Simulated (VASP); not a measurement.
# Si (a cell with a defect) in VASP: relaxation of the atoms with PBEsol

Aim: the relaxation of the atoms of Si (a cell with a defect) with PBEsol.

Everything below comes from runs of VASP 6.6.1. Logs are shortened: lines on timing, memory, paths and dates and some standing lists are left out, and cuts for length are marked.

## 1. The cell of the first run

The cell holds a defect, 17 atoms: a = 7.679 Å, b = 7.679 Å, c = 7.679 Å, α = 60.00°, β = 60.00°, γ = 60.00°.

## 2. Relaxation of the atoms, PBEsol

File INCAR:

```
PREC = Accurate
ENCUT = 520
EDIFF = 1E-6
ISMEAR = 0
SIGMA = 0.05
LREAL = Auto
LASPH = T
NELM = 100
ALGO = Normal
ISIF = 2
LWAVE = F
LCHARG = F
GGA = PS
IBRION = 2
NSW = 80
EDIFFG = -0.03
```

File KPOINTS:

```
Automatic mesh
0
Gamma
  2 2 2
```

File POSCAR:

```
Si
1.0
    0.0000000000      5.4300000000      5.4300000000
    5.4300000000      0.0000000000      5.4300000000
    5.4300000000      5.4300000000      0.0000000000
Si
17
Direct
    0.0000000000      0.0000000000      0.0000000000
    0.1250000000      0.1250000000      0.1250000000
    0.0000000000      0.0000000000      0.5000000000
    0.1250000000      0.1250000000      0.6250000000
    0.0000000000      0.5000000000      0.0000000000
    0.1250000000      0.6250000000      0.1250000000
    0.0000000000      0.5000000000      0.5000000000
    0.1250000000      0.6250000000      0.6250000000
    0.5000000000      0.0000000000      0.0000000000
    0.6250000000      0.1250000000      0.1250000000
    0.5000000000      0.0000000000      0.5000000000
    0.6250000000      0.1250000000      0.6250000000
    0.5000000000      0.5000000000      0.0000000000
    0.6250000000      0.6250000000      0.1250000000
    0.5000000000      0.5000000000      0.5000000000
    0.6250000000      0.6250000000      0.6250000000
    0.5583356500      0.3099912100      0.3124412300
```

Potentials or basis: VASP PAW PBE potentials, release 64 (Si).

Run with:

```sh
$ cat potpaw_PBE.64/Si/POTCAR > POTCAR
$ mpirun -np 1 vasp_std > vasp.out
```

OUTCAR:

```text
PREC = Accurate
   ENCUT = 520
   EDIFF = 1E-6
   ISMEAR = 0
   LREAL = Auto
   LASPH = T
   NELM = 100
   ISIF = 2
   GGA = PS
   IBRION = 2
   NSW = 80
   EDIFFG = -0.03

 ion  position               nearest neighbor table
   1  0.000  0.000  0.000-   2 2.35   4 2.35   6 2.35  10 2.35
   2  0.125  0.125  0.125-   1 2.35   3 2.35   5 2.35   9 2.35
   3  0.000  0.000  0.500-   2 2.35   4 2.35   8 2.35  12 2.35
   4  0.125  0.125  0.625-   1 2.35   3 2.35   7 2.35  11 2.35
   5  0.000  0.500  0.000-   2 2.35   6 2.35   8 2.35  14 2.35
   6  0.125  0.625  0.125-   1 2.35   5 2.35   7 2.35  13 2.35
   7  0.000  0.500  0.500-   4 2.35   6 2.35   8 2.35  16 2.35
   8  0.125  0.625  0.625-   3 2.35   5 2.35   7 2.35  15 2.35
   9  0.500  0.000  0.000-   2 2.35  10 2.35  12 2.35  14 2.35
  10  0.625  0.125  0.125-  17 2.22   9 2.35  11 2.35  13 2.35   1 2.35
  11  0.500  0.000  0.500-  17 2.22  10 2.35  12 2.35  16 2.35   4 2.35
  12  0.625  0.125  0.625-  17 2.27   9 2.35  11 2.35  15 2.35   3 2.35
  13  0.500  0.500  0.000-  17 2.24  10 2.35  14 2.35  16 2.35   6 2.35
  14  0.625  0.625  0.125-  17 2.28   9 2.35  13 2.35  15 2.35   5 2.35
  15  0.500  0.500  0.500-  17 2.28  12 2.35  14 2.35  16 2.35   8 2.35
  16  0.625  0.625  0.625-   7 2.35  11 2.35  13 2.35  15 2.35
  17  0.558  0.310  0.312-  10 2.22  11 2.22  13 2.24  12 2.27  14 2.28  15 2.28

  LATTYP: Found a face centered cubic cell.
 ALAT       =    10.8600000000

  Lattice vectors:

 A1 = (   0.0000000000,   5.4300000000,   5.4300000000)
 A2 = (   5.4300000000,   0.0000000000,   5.4300000000)
 A3 = (   5.4300000000,   5.4300000000,   0.0000000000)

Analysis of symmetry for initial positions (statically):
=====================================================================
 Subroutine PRICEL returns:
 Original cell was already a primitive cell.

 Routine SETGRP: Setting up the symmetry group for a
 face centered cubic supercell.

 Subroutine GETGRP returns: Found  1 space group operations
 (whereof  1 operations were pure point group operations)
 out of a pool of 48 trial point group operations.

The static configuration has the point symmetry C_1 .

Analysis of symmetry for dynamics (positions and initial velocities):
=====================================================================
 Subroutine PRICEL returns:
 Original cell was already a primitive cell.

 Routine SETGRP: Setting up the symmetry group for a
 face centered cubic supercell.

 Subroutine GETGRP returns: Found  1 space group operations
 (whereof  1 operations were pure point group operations)
 out of a pool of 48 trial point group operations.

The dynamic configuration has the point symmetry C_1 .

 Subroutine INISYM returns: Found  1 space group operations
 (whereof  1 operations are pure point group operations),
 and found     1 'primitive' translations

----------------------------------------------------------------------------------------

                                     Primitive cell

  volume of cell :     320.2060

  direct lattice vectors                    reciprocal lattice vectors
     0.000000000  5.430000000  5.430000000    -0.092081031  0.092081031  0.092081031
     5.430000000  0.000000000  5.430000000     0.092081031 -0.092081031  0.092081031
     5.430000000  5.430000000  0.000000000     0.092081031  0.092081031 -0.092081031

  length of vectors
     7.679179644  7.679179644  7.679179644     0.159489025  0.159489025  0.159489025

  position of ions in fractional coordinates (direct lattice)
     0.000000000  0.000000000  0.000000000
     0.125000000  0.125000000  0.125000000
     0.000000000  0.000000000  0.500000000
     0.125000000  0.125000000  0.625000000
     0.000000000  0.500000000  0.000000000
     0.125000000  0.625000000  0.125000000
[... 9 lines left out ...]
     0.625000000  0.625000000  0.625000000
     0.558335650  0.309991210  0.312441230

  ion indices of the primitive-cell ions
   primitive index   ion index
                 1           1
                 2           2
                 3           3
                 4           4
                 5           5
                 6           6
[... 9 lines left out ...]
                16          16
                17          17

----------------------------------------------------------------------------------------

 KPOINTS: Automatic mesh

Automatic generation of k-mesh.
 Grid dimensions read from file:
 generate k-points for:    2    2    2

 Generating k-lattice:

  Cartesian coordinates                     Fractional coordinates (reciprocal lattice)
    -0.046040516  0.046040516  0.046040516     0.500000000  0.000000000  0.000000000
     0.046040516 -0.046040516  0.046040516     0.000000000  0.500000000  0.000000000
     0.046040516  0.046040516 -0.046040516     0.000000000  0.000000000  0.500000000

  Length of vectors
     0.079744512  0.079744512  0.079744512

  Shift w.r.t. Gamma in fractional coordinates (k-lattice)
     0.000000000  0.000000000  0.000000000

 Subroutine IBZKPT returns following result:
 ===========================================

 Found      8 irreducible k-points:

 Following reciprocal coordinates:
            Coordinates               Weight
  0.000000  0.000000  0.000000      1.000000
  0.500000  0.000000  0.000000      1.000000
  0.000000  0.500000  0.000000      1.000000
  0.000000  0.000000  0.500000      1.000000
  0.500000  0.500000  0.500000      1.000000
  0.500000  0.500000  0.000000      1.000000
  0.000000  0.500000  0.500000      1.000000
  0.500000  0.000000  0.500000      1.000000
   k-points           NKPTS =      8   k-points in BZ     NKDIM =      8   number of bands    NBANDS=     43
   number of dos      NEDOS =    301   number of ions     NIONS =     17
   total plane-waves  NPLWV = 216000
   dimension x,y,z NGX =    60 NGY =   60 NGZ =   60
   dimension x,y,z NGXF=   120 NGYF=  120 NGZF=  120
   ions per type =              17
   NGX,Y,Z   is equivalent  to a cutoff of  12.99, 12.99, 12.99 a.u.
   NGXF,Y,Z  is equivalent  to a cutoff of  25.98, 25.98, 25.98 a.u.
 SYSTEM =  unknown system
   PREC   = accura    normal or accurate (medium, high low for compatibility)
   ISTART =      0    job   : 0-new  1-cont  2-samecut
   ICHARG =      2    charge: 1-file 2-atom 10-const
   ISPIN  =      1    spin polarized calculation?
   LNONCOLLINEAR =      F non collinear calculations
   LSORBIT =      F    spin-orbit coupling
   LASPH  =      T    aspherical Exc in radial PAW
   ENCUT  =  520.0 eV  38.22 Ry    6.18 a.u.  14.28 14.28 14.28*2*pi/ulx,y,z
   NELM   =    100;   NELMIN=  2; NELMDL= -5     # of ELM steps
   EDIFF  = 0.1E-05   stopping-criterion for ELM
   LREAL  =      T    real-space projection
   EDIFFG = -.3E-01   stopping-criterion for IOM
   NSW    =     80    number of steps for IOM
   IBRION =      2    ionic relax: 0-MD 1-quasi-New 2-CG
   NFREE  =      1    steps in history (QN), initial steepest desc. (CG)
   ISIF   =      2    stress and relaxation
   ISYM   =      2    0-nonsym 1-usesym 2-fastsym
   POTIM  = 0.5000    time-step for ionic-motion
   TEBEG  =    0.0;   TEEND  =   0.0 temperature during run
   PSTRESS=    0.0 pullay stress
   NELECT =      68.0000    total number of electrons
   NUPDOWN=      -1.0000    fix difference up-down
   EMIN   =  10.00;   EMAX   =-10.00  energy-range for DOS
   EFERMI =   0.00;   METHOD = LEGACY
   ISMEAR =     0;   SIGMA  =   0.05  broadening in eV -4-tet -1-fermi 0-gaus
   EFERMI_NEDOS =   21; number of points for ismear=-14 and -15
   IALGO  =     38    algorithm
   IMIX   =      4    mixing-type and parameters
     AMIX     =   0.40;   BMIX     =  1.00
     AMIX_MAG =   1.60;   BMIX_MAG =  1.00
  volume/ion in A,a.u.               =      18.84       127.11
  Fermi-wavevector in a.u.,A,eV,Ry     =   0.976715  1.845724 12.979587  0.953973
  Thomas-Fermi vector in A             =   2.107356
   LORBIT       =      0    0 simple, 1 ext, 2 COOP (PROOUT), +10 PAW based schemes
   GGA     = PS    functional components
   LHFCALC =     F    Hartree Fock is set to
   AEXX    =    0.0000 exact exchange contribution
   IVDW    =     0    specifies the selected vdW correction
   LEPSILON=     F    determine dielectric tensor
   LRPA    =     F    only Hartree local field effects (RPA)
 conjugate gradient relaxation of ions
 non-spin polarized calculation
 Gauss-broadening in eV      SIGMA  =   0.05
  energy-cutoff  :      520.00
  volume of cell :      320.21
 maximum number of plane-waves:      8646
 NGX is ok and might be reduce to    60
   NGX = 29   NGY = 29   NGZ = 29

--------------------------------------- Ionic step        1  -------------------------------------------

 number of electron      68.0000003 magnetization

 Free energy of the ion-electron system (eV)
  ---------------------------------------------------
  ext. energy  EPLUGINS =         0.00000000
  ---------------------------------------------------
  free energy    TOTEN  =       -92.63942150 eV

  energy without entropy =      -92.62755116  energy(sigma->0) =      -92.63348633

------------------------ aborting loop because EDIFF is reached ----------------------------------------

  FORCE on cell =-STRESS in cart. coord.  units (eV):
  Direction    XX          YY          ZZ          XY          YZ          ZX
  --------------------------------------------------------------------------------------
  -------------------------------------------------------------------------------------
  Total       11.4912421     11.4183040     11.4261742      4.2696214     -4.2832329      4.2685414
  in kB       57.4973823     57.1324305     57.1718094     21.3634045    -21.4315107     21.3580006
  external PRESSURE =      57.2672074 kB  Pullay stress =       0.0000000 kB
[... 134 lines left out ...]
  FREE ENERGIE OF THE ION-ELECTRON SYSTEM (eV)
  ---------------------------------------------------
  free  energy   TOTEN  =       -93.3323797998 eV

  energy  without entropy=      -93.3252787352  energy(sigma->0) =      -93.32882927

[... ionic steps 4 to 16 ...]

--------------------------------------- Ionic step       17  -------------------------------------------

 number of electron      68.0000000 magnetization

------------------------ aborting loop because EDIFF is reached ----------------------------------------

  FORCE on cell =-STRESS in cart. coord.  units (eV):
  Direction    XX          YY          ZZ          XY          YZ          ZX
  --------------------------------------------------------------------------------------
  -------------------------------------------------------------------------------------
  Total        5.4732291      5.4732068      5.4690874      0.8805487     -0.8650094      0.8746541
  in kB       27.3857557     27.3856439     27.3650320      4.4058986     -4.3281460      4.3764045
  external PRESSURE =      27.3788105 kB  Pullay stress =       0.0000000 kB
[... 87 lines left out ...]
  energy  without entropy=      -93.6217401563  energy(sigma->0) =      -93.62517966

--------------------------------------- Ionic step       19  -------------------------------------------

 number of electron      68.0000000 magnetization

 Free energy of the ion-electron system (eV)
  ---------------------------------------------------
  ext. energy  EPLUGINS =         0.00000000
  ---------------------------------------------------
  free energy    TOTEN  =       -93.62895282 eV

  energy without entropy =      -93.62216608  energy(sigma->0) =      -93.62555945

 E-fermi :   6.5795     XC(G=0):  -9.8234

 val. band max:        6.5579947319   @ k =   0.5000   0.0000   0.0000
 cond. band min:       6.6179925633   @ k =   0.0000   0.0000   0.0000
 fundamental gap:      0.0599978314
 Fermi energy:         6.5794758387

 k-point     1 :       0.0000    0.0000    0.0000
  band No.  band energies     occupation
      1      -6.2782      2.00000
      2      -3.9273      2.00000
      3      -3.6828      2.00000
      4      -3.6825      2.00000
      5      -3.4212      2.00000
      6      -2.5787      2.00000
[... 401 lines left out ...]
  FREE ENERGIE OF THE ION-ELECTRON SYSTEM (eV)
  ---------------------------------------------------
  free  energy   TOTEN  =       -93.6289528173 eV

  energy  without entropy=      -93.6221660806  energy(sigma->0) =      -93.62555945

 reached required accuracy - stopping structural energy minimisation
```

Run time: 54 min. Hardware: 1 thread of Oxide Virtual Turin-like, shared host; peak memory 0.5 GiB.

What came out:

- Free energy: -93.6290 eV
- Energy gained by relaxing: 58.2 meV/atom
- Ionic steps: 19
- Pressure after relaxing: 2.7 GPa
- Largest force after relaxing: 0.025 eV/Å
- Band gap on the k mesh: 0.06 eV

Forces on the atoms (eV/Å):
```
Si  -0.001 -0.012 -0.010
Si   0.006 -0.004 -0.005
Si   0.008  0.000 -0.004
Si  -0.010  0.014  0.003
Si   0.006 -0.004  0.000
Si  -0.008  0.003  0.012
Si  -0.005  0.007  0.007
Si  -0.005  0.005  0.005
Si   0.018 -0.006 -0.004
Si  -0.002 -0.007 -0.007
Si  -0.008  0.008  0.004
Si   0.008 -0.003 -0.006
Si  -0.008  0.006  0.009
Si   0.008 -0.007 -0.007
Si  -0.012  0.009  0.010
Si  -0.002  0.009  0.012
Si   0.006 -0.015 -0.019
```

Step by step:
```
step  energy change (eV)  largest force (eV/Å)  pressure (GPa)
   1              0.0000                2.4638            5.73
   2             -0.6930                0.7210            4.43
   3             -0.6930                0.7215            4.43
   4             -0.7682                0.4281            4.29
   5             -0.7751                0.4256            4.24
   6             -0.8073                0.2478            4.16
   7             -0.8131                0.2856            4.12
   8             -0.8473                0.2389            4.03
   9             -0.9123                0.3629            3.74
  10             -0.8878                0.7535            3.06
  11             -0.9253                0.5254            3.48
  12             -0.9451                0.4529            3.36
  13             -0.9800                0.2268            2.97
  14             -0.9842                0.1190            2.77
  15             -0.9865                0.0680            2.76
  16             -0.9874                0.0956            2.74
  17             -0.9884                0.0718            2.74
  18             -0.9892                0.0421            2.73
  19             -0.9895                0.0250            2.73
```

Final structure:
```yaml
crystal:
  lattice:
    - [0.00000, 5.43000, 5.43000]
    - [5.43000, 0.00000, 5.43000]
    - [5.43000, 5.43000, 0.00000]
  atoms:
    - { symbol: Si, position: [0.98893, 0.99839, 0.99855] }
    - { symbol: Si, position: [0.06585, 0.14448, 0.14463] }
    - { symbol: Si, position: [0.98890, 0.99841, 0.51377] }
    - { symbol: Si, position: [0.13472, 0.11010, 0.62738] }
    - { symbol: Si, position: [0.98893, 0.51362, 0.99854] }
    - { symbol: Si, position: [0.13472, 0.62724, 0.11023] }
    - { symbol: Si, position: [0.06399, 0.47844, 0.47859] }
    - { symbol: Si, position: [0.13467, 0.62732, 0.62745] }
    - { symbol: Si, position: [0.44414, 0.01830, 0.01846] }
    - { symbol: Si, position: [0.61706, 0.11608, 0.11624] }
    - { symbol: Si, position: [0.50682, 0.97236, 0.51015] }
    - { symbol: Si, position: [0.61713, 0.11603, 0.65018] }
    - { symbol: Si, position: [0.50679, 0.51002, 0.97254] }
    - { symbol: Si, position: [0.61719, 0.65009, 0.11615] }
    - { symbol: Si, position: [0.50664, 0.51015, 0.51031] }
    - { symbol: Si, position: [0.68434, 0.60488, 0.60514] }
    - { symbol: Si, position: [0.55752, 0.31408, 0.31412] }
```

Caveat: the k points lie up to 0.50 Å⁻¹ apart; the PAW data sets were made with another functional, which shifts forces and pressure a little.
